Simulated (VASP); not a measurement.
# Be (P6_3/mmc) in VASP: a series of runs, part 2 of 2

VASP 6.6.1.

### 3 Single point, PBE

Input file INCAR:

```
PREC = Accurate
ENCUT = 520
EDIFF = 1E-6
ISMEAR = 0
SIGMA = 0.05
LREAL = F
LASPH = T
NELM = 80
ALGO = Normal
ISIF = 2
LWAVE = F
LCHARG = F
GGA = PE
NBANDS = 9
NELECT = 3.75
```

Input file KPOINTS:

```
Automatic mesh
0
Gamma
  18 18 10
```

Input file POSCAR:

```
Be
1.0
    2.2853000000      0.0000000000      0.0000000000
   -1.1426500000      1.9791278553      0.0000000000
    0.0000000000      0.0000000000      3.5842000000
Be
2
Direct
    0.3333333333      0.6666666667      0.2500000000
    0.6666666667      0.3333333333      0.7500000000
```

Potentials or basis: VASP PAW PBE potentials, release 64 (Be).

Command:

```console
cat potpaw_PBE.64/Be/POTCAR > POTCAR
mpirun -np 1 vasp_std > vasp.out
```

OUTCAR:

```text
PREC = Accurate
   ENCUT = 520
   EDIFF = 1E-6
   ISMEAR = 0
   LREAL = F
   LASPH = T
   NELM = 80
   ISIF = 2
   GGA = PE
   NELECT = 3.75

 ion  position               nearest neighbor table
   1  0.333  0.667  0.250-   2 2.23   2 2.23   2 2.23   2 2.23   2 2.23   2 2.23
   2  0.667  0.333  0.750-   1 2.23   1 2.23   1 2.23   1 2.23   1 2.23   1 2.23

  LATTYP: Found a hexagonal cell.
 ALAT       =     2.2853000000
 C/A-ratio  =     1.5683717674
[... 478 lines left out ...]

 [... further k-points ...]

------------------------ aborting loop because EDIFF is reached ----------------------------------------

  FORCE on cell =-STRESS in cart. coord.  units (eV):
  Direction    XX          YY          ZZ          XY          YZ          ZX
  --------------------------------------------------------------------------------------
  -------------------------------------------------------------------------------------
  Total       -2.2688657     -2.2688657     -1.8826862      0.0000000      0.0000000      0.0000000
  in kB     -224.2384412   -224.2384412   -186.0712256      0.0000000      0.0000000      0.0000000
  external PRESSURE =    -211.5160360 kB  Pullay stress =       0.0000000 kB

 VOLUME and BASIS-vectors are now :
 -----------------------------------------------------------------------------
  energy-cutoff  :      520.00
  volume of cell :       16.21
      direct lattice vectors                 reciprocal lattice vectors
     2.285300000  0.000000000  0.000000000     0.437579311  0.252636533  0.000000000
    -1.142650000  1.979127855  0.000000000     0.000000000  0.505273066  0.000000000
     0.000000000  0.000000000  3.584200000     0.000000000  0.000000000  0.279002288

 POSITION                                       TOTAL-FORCE (eV/Angst)
 -----------------------------------------------------------------------------------
     -0.00000      1.31942      0.89605        -0.000000      0.000000      0.000000
      1.14265      0.65971      2.68815         0.000000     -0.000000      0.000000
 -----------------------------------------------------------------------------------
    total drift:                                0.000000     -0.000000      0.000000

  FREE ENERGIE OF THE ION-ELECTRON SYSTEM (eV)
  ---------------------------------------------------
  free  energy   TOTEN  =        -9.0822099533 eV

  energy  without entropy=       -9.0814728136  energy(sigma->0) =       -9.08184138
```

OSZICAR:

```text
N       E                     dE             d eps       ncg     rms          rms(c)
DAV:   1    -0.488694599579E+01   -0.48869E+01   -0.12056E+03  4052   0.251E+02
DAV:   2    -0.905527947928E+01   -0.41683E+01   -0.40155E+01  6136   0.489E+01
DAV:   3    -0.910176703055E+01   -0.46488E-01   -0.45681E-01  4520   0.339E+00
DAV:   4    -0.910185886291E+01   -0.91832E-04   -0.91829E-04  4959   0.142E-01
DAV:   5    -0.910185891395E+01   -0.51041E-07   -0.50414E-07  4423   0.330E-03    0.123E+00
DAV:   6    -0.909562540806E+01    0.62335E-02   -0.21906E-03  4381   0.471E-01    0.647E-01
DAV:   7    -0.908223739616E+01    0.13388E-01   -0.36203E-03  4574   0.555E-01    0.212E-02
DAV:   8    -0.908220935236E+01    0.28044E-04   -0.15354E-05  4363   0.360E-02    0.740E-03
DAV:   9    -0.908220995328E+01   -0.60093E-06   -0.29291E-07  4757   0.383E-03
   1 F= -.90822100E+01 E0= -.90818414E+01  d E =-.737140E-03
```

stdout:

```text
POSCAR found type information on POSCAR Be
 POSCAR found :  1 types and       2 ions
 scaLAPACK will be used
 LDA part: xc-table for (Slater+PW92), standard interpolation
 POSCAR, INCAR and KPOINTS ok, starting setup
 FFT: planning ... GRIDC
 FFT: planning ... GRID_SOFT
 FFT: planning ... GRID
 WAVECAR not read
 entering main loop
 the old and the new charge density differ
 old charge density:     4.00000 new    3.75000
    0.123E+00
```

Run time: 27 s. Hardware: 1 thread of Intel Xeon Platinum 8259CL at 2.50GHz (Skylake/Cascade Lake), shared host; peak memory 0.14 GiB.

Results:

| Item | Value |
| --- | --- |
| Free energy | -9.0822 eV |

Levels at points of the mesh, in eV from the Fermi level:
```tsv
k point	band 1	band 2	band 3	band 4	band 5	band 6
(0.00, 0.00, 0.00)	-10.05	-3.16	2.26	16.74	16.74	19.56
(0.50, 0.00, 0.00)	-3.76	-1.98	4.73	7.58	7.80	10.32
(0.00, 0.00, 0.50)	-7.90	-7.90	11.77	11.77	18.37	18.37
(0.50, 0.00, 0.50)	-2.40	-2.40	2.65	2.65	12.90	12.90
```

Caveat: the cell carries a net charge on a neutralising background, which shifts energy and pressure; the cell is charged against a uniform background, so pressure and absolute levels hang on convention.

### 4 Single point, PBE

This run uses another cell than the first one, of 8.59 Å³/atom, 1.060 times its volume.

Input file INCAR:

```
SYSTEM = Be
  ALGO = Normal
  EDIFF = 1E-7
  ENCUT = 520
  GGA = PE
  ISIF = 2
  ISMEAR = 0
  LASPH = .True.
  LCHARG = .False.
  LREAL = .False.
  LWAVE = .False.
  NBANDS = 9
  NELM = 100
  PREC = Accurate
  SIGMA = 0.05
```

Input file KPOINTS:

```
k-points
0
Gamma
  18 18 10
  0 0 0
```

Input file POSCAR:

```
Be
1.0
    2.3301211831      0.0000000000      0.0000000000
   -1.1650605915      2.0179441385      0.0000000000
    0.0000000000      0.0000000000      3.6544962781
Be
2
Direct
    0.3333333333      0.6666666667      0.2500000000
    0.6666666667      0.3333333333      0.7500000000
```

Potentials or basis: VASP PAW PBE potentials, release 64 (Be).

Command:

```console
cat potpaw_PBE.64/Be/POTCAR > POTCAR
mpirun -np 1 vasp_std > vasp.out
```

OUTCAR:

```text
SYSTEM = Be
   EDIFF = 1E-7
   ENCUT = 520
   GGA = PE
   ISIF = 2
   ISMEAR = 0
   LASPH = .True.
   LREAL = .False.
   NELM = 100
   PREC = Accurate

 ion  position               nearest neighbor table
   1  0.333  0.667  0.250-   2 2.27   2 2.27   2 2.27   2 2.27   2 2.27   2 2.27
   2  0.667  0.333  0.750-   1 2.27   1 2.27   1 2.27   1 2.27   1 2.27   1 2.27

  LATTYP: Found a hexagonal cell.
 ALAT       =     2.3301211831
 C/A-ratio  =     1.5683717674

  Lattice vectors:

 A1 = (   2.3301211831,   0.0000000000,   0.0000000000)
 A2 = (  -1.1650605915,   2.0179441385,   0.0000000000)
 A3 = (   0.0000000000,   0.0000000000,   3.6544962781)

Analysis of symmetry for initial positions (statically):
=====================================================================
 Subroutine PRICEL returns:
 Original cell was already a primitive cell.

 Routine SETGRP: Setting up the symmetry group for a
 hexagonal supercell.

 Subroutine GETGRP returns: Found 24 space group operations
 (whereof 12 operations were pure point group operations)
 out of a pool of 24 trial point group operations.

The static configuration has the point symmetry D_3d.
[... 172 lines left out ...]
  band No.  band energies     occupation
      1      -4.5337      2.00000
      2       2.2461      2.00000
      3       7.2721      0.00000
      4      21.2666      0.00000
      5      21.2666      0.00000
      6      23.9707      0.00000
      7      23.9707      0.00000
      8      25.9938      0.00000
      9      32.0752      0.00000
[... 265 lines left out ...]
 k-point    24 :       0.3889    0.1111    0.0000
  band No.  band energies     occupation
      1       1.1104      2.00000
      2       4.4826      2.00000
      3       9.2283      0.00000
      4      11.6253      0.00000
      5      13.0594      0.00000
      6      13.8968      0.00000
      7      17.9929      0.00000
      8      21.6016      0.00000
      9      24.2736      0.00000

 [... further k-points ...]

------------------------ aborting loop because EDIFF is reached ----------------------------------------

  FORCE on cell =-STRESS in cart. coord.  units (eV):
  Direction    XX          YY          ZZ          XY          YZ          ZX
  --------------------------------------------------------------------------------------
  -------------------------------------------------------------------------------------
  Total       -0.9925402     -0.9925402     -0.8431738     -0.0000000     -0.0000000     -0.0000000
  in kB      -92.5429879    -92.5429879    -78.6162836     -0.0000000     -0.0000000     -0.0000000
  external PRESSURE =     -87.9007532 kB  Pullay stress =       0.0000000 kB

 VOLUME and BASIS-vectors are now :
 -----------------------------------------------------------------------------
  energy-cutoff  :      520.00
  volume of cell :       17.18
      direct lattice vectors                 reciprocal lattice vectors
     2.330121183  0.000000000  0.000000000     0.429162229  0.247776928  0.000000000
    -1.165060592  2.017944138  0.000000000     0.000000000  0.495553856  0.000000000
     0.000000000  0.000000000  3.654496278     0.000000000  0.000000000  0.273635523

 POSITION                                       TOTAL-FORCE (eV/Angst)
 -----------------------------------------------------------------------------------
     -0.00000      1.34530      0.91362        -0.000000      0.000000      0.000000
      1.16506      0.67265      2.74087         0.000000     -0.000000      0.000000
 -----------------------------------------------------------------------------------
    total drift:                                0.000000     -0.000000      0.000000

  FREE ENERGIE OF THE ION-ELECTRON SYSTEM (eV)
  ---------------------------------------------------
  free  energy   TOTEN  =        -7.4903219320 eV

  energy  without entropy=       -7.4898742111  energy(sigma->0) =       -7.49009807
```

stdout:

```text
POSCAR found type information on POSCAR Be
 POSCAR found :  1 types and       2 ions
 scaLAPACK will be used
 LDA part: xc-table for (Slater+PW92), standard interpolation
 POSCAR, INCAR and KPOINTS ok, starting setup
 FFT: planning ... GRIDC
 FFT: planning ... GRID_SOFT
 FFT: planning ... GRID
 WAVECAR not read
 entering main loop
```

Wall time 25 s (1 thread of Intel Xeon Platinum 8259CL at 2.50GHz (Skylake/Cascade Lake), shared host); peak memory 0.14 GiB.

What came out:

```yaml
Free_energy: -7.4903 eV
Pressure: -8.8 GPa
Band_gap_on_the_k_mesh: zero (band 2 reaches 7.40 eV, above the bottom of band 3 at 5.32 eV)
```
